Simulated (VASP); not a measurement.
# Sn (Immm) in VASP: notebook

The runs below take Sn through single point, with PBEsol+D3(BJ).

All numbers are computed with VASP 6.6.1; they aren't measurements. Logs are shortened: lines on timing, memory, paths and dates and some standing lists are left out, and cuts for length are marked.

**1. The cell of the first run**

The structure is orthorhombic, space group Immm (No. 71). Conventional cell: a = 3.461 Å, b = 3.644 Å, c = 4.212 Å, α = 90.00°, β = 90.00°, γ = 90.00°. Within 4.3 Å of Sn (site symmetry mmm) lie 14 Sn at 3.28 to 4.21 Å.

**2. Single point, PBEsol+D3(BJ) (strain +0.0600 x Voigt [0, 0, 1, 0, 0, 0])**

Input file INCAR:

```
SYSTEM = Sn
  PREC = Accurate
  ENCUT = 520
  EDIFF = 1E-7
  ISMEAR = 0
  SIGMA = 0.15
  LREAL = .FALSE.
  LASPH = .TRUE.
  NELM = 80
  ALGO = Fast
  ISIF = 2
  LWAVE = .FALSE.
  LCHARG = .FALSE.
  GGA = PS
  IVDW = 12
  NBANDS = 13
```

Input file KPOINTS:

```
regular mesh
0
G
  24 24 24
  0 0 0
```

Input file POSCAR:

```
Sn
1.0
   -1.8221530004      1.7304584006      2.1060339275
    1.8221530004     -1.7304584006      2.1060339275
    1.8221530004      1.7304584006     -2.1060339275
Sn
1
Direct
    0.0000000000      0.0000000000      0.0000000000
```

Potentials or basis: VASP PAW PBE potentials, release 64 (Sn_d).

Started as:

```sh
$ cat potpaw_PBE.64/Sn_d/POTCAR > POTCAR
$ mpirun -np 1 vasp_std > vasp.out
```

OUTCAR:

```text
SYSTEM = Sn
   PREC = Accurate
   ENCUT = 520
   EDIFF = 1E-7
   ISMEAR = 0
   LREAL = .FALSE.
   LASPH = .TRUE.
   NELM = 80
   ISIF = 2
   GGA = PS
   IVDW = 12
 IVDW          = 12

 ion  position               nearest neighbor table
   1  0.000  0.000  0.000-

  LATTYP: Found a body centered orthorhombic cell.
 ALAT       =     3.4609168012
 B/A-ratio  =     1.0529886184
 C/A-ratio  =     1.2170381714

  Lattice vectors:

 A1 = (   1.8221530004,  -1.7304584006,  -2.1060339275)
 A2 = (  -1.8221530004,   1.7304584006,  -2.1060339275)
 A3 = (   1.8221530004,   1.7304584006,   2.1060339275)

Analysis of symmetry for initial positions (statically):
=====================================================================
 Subroutine PRICEL returns:
 Original cell was already a primitive cell.

 Routine SETGRP: Setting up the symmetry group for a
 body centered orthorhombic supercell.

 Subroutine GETGRP returns: Found  8 space group operations
 (whereof  8 operations were pure point group operations)
 out of a pool of  8 trial point group operations.

The static configuration has the point symmetry D_2h.

Analysis of symmetry for dynamics (positions and initial velocities):
=====================================================================
 Subroutine PRICEL returns:
 Original cell was already a primitive cell.

 Routine SETGRP: Setting up the symmetry group for a
 body centered orthorhombic supercell.

 Subroutine GETGRP returns: Found  8 space group operations
 (whereof  8 operations were pure point group operations)
 out of a pool of  8 trial point group operations.

The dynamic configuration has the point symmetry D_2h.

 Subroutine INISYM returns: Found  8 space group operations
 (whereof  8 operations are pure point group operations),
 and found     1 'primitive' translations

----------------------------------------------------------------------------------------

                                     Primitive cell

  volume of cell :      26.5626

  direct lattice vectors                    reciprocal lattice vectors
    -1.822153000  1.730458401  2.106033927     0.000000000  0.288940780  0.237413079
     1.822153000 -1.730458401  2.106033927     0.274400668  0.000000000  0.237413079
     1.822153000  1.730458401 -2.106033927     0.274400668  0.288940780  0.000000000

  length of vectors
     3.278735539  3.278735539  3.278735539     0.373967572  0.362850791  0.398475220

  position of ions in fractional coordinates (direct lattice)
     0.000000000  0.000000000  0.000000000

  ion indices of the primitive-cell ions
   primitive index   ion index
[... 83 lines left out ...]
   PSTRESS=    0.0 pullay stress
   NELECT =      14.0000    total number of electrons
   NUPDOWN=      -1.0000    fix difference up-down
   EMIN   =  10.00;   EMAX   =-10.00  energy-range for DOS
   EFERMI =   0.00;   METHOD = LEGACY
   ISMEAR =     0;   SIGMA  =   0.15  broadening in eV -4-tet -1-fermi 0-gaus
   EFERMI_NEDOS =   21; number of points for ismear=-14 and -15
   IALGO  =     68    algorithm
   IMIX   =      4    mixing-type and parameters
     AMIX     =   0.40;   BMIX     =  1.00
     AMIX_MAG =   1.60;   BMIX_MAG =  1.00
  volume/ion in A,a.u.               =      26.56       179.25
  Fermi-wavevector in a.u.,A,eV,Ry     =   1.322393  2.498960 23.792808  1.748722
  Thomas-Fermi vector in A             =   2.452077
   LORBIT       =      0    0 simple, 1 ext, 2 COOP (PROOUT), +10 PAW based schemes
   GGA     = PS    functional components
   LHFCALC =     F    Hartree Fock is set to
   AEXX    =    0.0000 exact exchange contribution
   IVDW    =    12    specifies the selected vdW correction
   LEPSILON=     F    determine dielectric tensor
   LRPA    =     F    only Hartree local field effects (RPA)
 non-spin polarized calculation
 RMM-DIIS sequential band-by-band and
 Gauss-broadening in eV      SIGMA  =   0.15
  energy-cutoff  :      520.00
  volume of cell :       26.56
 maximum number of plane-waves:       736
   NGX = 13   NGY = 13   NGZ = 13

 number of electron      13.9999995 magnetization

 Free energy of the ion-electron system (eV)
  ---------------------------------------------------
  ext. energy  EPLUGINS =         0.00000000
  ---------------------------------------------------
  free energy    TOTEN  =        -4.23675387 eV

  energy without entropy =       -4.23052062  energy(sigma->0) =       -4.23363725

 E-fermi :   8.2511     XC(G=0): -10.6106

 val. band max:        8.2465850959   @ k =   0.3333   0.4583   0.0417
 cond. band min:       8.2541551832   @ k =  -0.3750   0.4583   0.3333
 fundamental gap:      0.0075700873
 Fermi energy:         8.2510836105

 k-point     1 :       0.0000    0.0000    0.0000
  band No.  band energies     occupation
      1     -13.2538      2.00000
      2     -13.2276      2.00000
      3     -13.1923      2.00000
      4     -13.1483      2.00000
      5     -13.0777      2.00000
      6      -3.0645      2.00000
      7      15.9060      0.00000
      8      15.9079      0.00000
      9      16.7787      0.00000
     10      19.3850      0.00000
     11      19.7618      0.00000
     12      20.7915      0.00000
     13      20.9585      0.00000
[... 354 lines left out ...]
  band No.  band energies     occupation
      1     -13.2655      2.00000
      2     -13.2160      2.00000
      3     -13.1379      2.00000
      4     -13.0675      2.00000
      5     -13.0268      2.00000
      6       0.9997      2.00000
      7       4.5688      2.00000
      8      12.2277      0.00000
      9      13.9522      0.00000
     10      17.1230      0.00000
     11      17.7672      0.00000
     12      20.2225      0.00000
     13      22.8106      0.00000

 [... further k-points ...]

------------------------ aborting loop because EDIFF is reached ----------------------------------------

 Edisp (eV)   -0.39882

 E8    (eV) :    -0.2812

  FORCE on cell =-STRESS in cart. coord.  units (eV):
  Direction    XX          YY          ZZ          XY          YZ          ZX
  --------------------------------------------------------------------------------------
  -------------------------------------------------------------------------------------
  Total      -0.51673    -0.43975    -0.51105    -0.00000     0.00000     0.00000
  in kB     -31.16744   -26.52441   -30.82516    -0.00000     0.00000     0.00000
  external pressure =      -29.51 kB  Pullay stress =        0.00 kB

 VOLUME and BASIS-vectors are now :
 -----------------------------------------------------------------------------
  energy-cutoff  :      520.00
  volume of cell :       26.56
      direct lattice vectors                 reciprocal lattice vectors
    -1.822153000  1.730458401  2.106033927     0.000000000  0.288940780  0.237413079
     1.822153000 -1.730458401  2.106033927     0.274400668  0.000000000  0.237413079
     1.822153000  1.730458401 -2.106033927     0.274400668  0.288940780  0.000000000

 POSITION                                       TOTAL-FORCE (eV/Angst)
 -----------------------------------------------------------------------------------
      0.00000      0.00000      0.00000         0.000000      0.000000      0.000000
 -----------------------------------------------------------------------------------
    total drift:                               -0.000000      0.000000      0.000000

  FREE ENERGIE OF THE ION-ELECTRON SYSTEM (eV)
  ---------------------------------------------------
  free  energy   TOTEN  =        -4.6355721451 eV

  energy  without entropy=       -4.6293388919  energy(sigma->0) =       -4.63245552
```

It took 13 min on 1 thread of Oxide Virtual Turin-like, shared host; peak memory 0.65 GiB.

What came out:

```yaml
Free_energy: -4.6356 eV
Pressure: -3.0 GPa
Band_gap_on_the_k_mesh: zero (bands 7 and 8 overlap by 9.98 eV)
Dispersion_energy_per_atom: -0.399 eV
```

Stress tensor (GPa, compression positive):
```
-3.12  0.00  0.00
 0.00 -2.65  0.00
 0.00  0.00 -3.08
```

Levels at points of the mesh, in eV from the Fermi level:
| k point | band 5 | band 6 | band 7 | band 8 | band 9 | band 10 |
| --- | --- | --- | --- | --- | --- | --- |
| (0.00, 0.00, 0.00) | -21.33 | -11.32 | 7.65 | 7.66 | 8.53 | 11.13 |
| (0.50, 0.00, 0.00) | -21.27 | -6.54 | -4.65 | 4.20 | 5.86 | 8.68 |
| (0.00, 0.50, 0.00) | -21.27 | -6.97 | -4.78 | 4.96 | 6.81 | 9.56 |
| (0.50, 0.50, 0.00) | -21.25 | -5.71 | -4.21 | 2.56 | 3.63 | 6.56 |
| (0.50, 0.50, 0.50) | -21.26 | -3.23 | -2.40 | 0.09 | 1.23 | 3.78 |

Caveat: the cell differs from its parent crystal (strain +0.0600 x Voigt [0, 0, 1, 0, 0, 0]); the PAW data sets were made with another functional, which shifts forces and pressure a little; spin-orbit coupling is left out, which moves the levels of the heavy elements.

**3. Single point, PBEsol+D3(BJ) (strain -0.0600 x Voigt [0, 0, 1, 0, 0, 0])**

Input file INCAR:

```
SYSTEM = Sn
PREC = Accurate
ENCUT = 520
EDIFF = 1E-6
ISMEAR = 0
SIGMA = 0.15
LREAL = .FALSE.
LASPH = .TRUE.
NELM = 100
ALGO = Fast
ISIF = 2
LWAVE = .FALSE.
LCHARG = .FALSE.
GGA = PS
IVDW = 12
NBANDS = 13
```

KPOINTS is that of step 2.

Input file POSCAR:

```
Sn
1.0
   -1.8221530004      1.7304584006      1.8676149923
    1.8221530004     -1.7304584006      1.8676149923
    1.8221530004      1.7304584006     -1.8676149923
Sn
1
Direct
    0.0000000000      0.0000000000      0.0000000000
```

Potentials or basis: VASP PAW PBE potentials, release 64 (Sn_d).

Started as:

```sh
$ cat potpaw_PBE.64/Sn_d/POTCAR > POTCAR
$ mpirun -np 1 vasp_std > vasp.out
```

Wall time 9.2 min (1 thread of Oxide Virtual Turin-like, shared host); peak memory 0.59 GiB.

Results (log left out):

```
Free energy                : -4.6333 eV
Pressure                   : 4.3 GPa
Band gap on the k mesh     : zero (bands 7 and 8 overlap by 11.88 eV)
Dispersion energy per atom : -0.452 eV
```

Stress tensor (GPa, compression positive):
```
4.63 0.00 0.00
0.00 3.76 0.00
0.00 0.00 4.42
```

Levels at points of the mesh, in eV from the Fermi level:
```csv
k point,band 3,band 4,band 5,band 6,band 7,band 8,band 9,band 10,band 11,band 12
"(0.00, 0.00, 0.00)",-21.55,-21.39,-21.34,-12.23,9.02,9.09,9.76,12.07,12.50,12.95
"(0.50, 0.00, 0.00)",-21.38,-21.34,-21.23,-6.50,-5.18,3.99,5.72,8.64,8.71,15.30
"(0.00, 0.50, 0.00)",-21.40,-21.37,-21.24,-6.93,-5.35,4.78,6.76,9.61,9.62,14.83
"(0.50, 0.50, 0.00)",-21.36,-21.34,-21.22,-6.32,-5.10,3.66,5.27,8.23,8.30,16.40
"(0.50, 0.50, 0.50)",-21.27,-21.26,-21.24,-1.78,-1.35,-0.85,0.30,3.49,4.35,19.06
```

Caveat: the cell differs from its parent crystal (strain -0.0600 x Voigt [0, 0, 1, 0, 0, 0]); the cell stands under pressure; the PAW data sets were made with another functional, which shifts forces and pressure a little; spin-orbit coupling is left out, which moves the levels of the heavy elements.
